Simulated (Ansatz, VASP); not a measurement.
**P in VASP and in Ansatz**

```xyz
1
Lattice="4.1864 0.0000 0.0000 0.0000 4.1864 0.0000 0.0000 0.0000 4.2894" Properties=species:S:1:pos:R:3 pbc="T T T"
P     0.0000    0.0000    0.0000
```

Change from the starting cell: volume scaled by 0.9405.

Alike in both runs: task single point; functional PBE; k mesh 8 × 8 × 8; occupations fermi-dirac, width 0.03 eV; no spin polarisation.

|  | VASP | Ansatz |
| --- | --- | --- |
| version | VASP 6.6.1 | Ansatz 0.2.0 |
| potentials or method | VASP PAW PBE potentials, release 64 (P), cutoff 520 eV | all-electron LAPW, scalar-relativistic |

|  | VASP | Ansatz | Ansatz less VASP |
| --- | --- | --- | --- |
| pressure (GPa) | -4.1 | -4.1 | 0.00 |
| traceless stress, the component that is largest in VASP (GPa) | 0.27 | 0.27 | 0.000 |

Ansatz ran all-electron here, and VASP with PAW potentials.
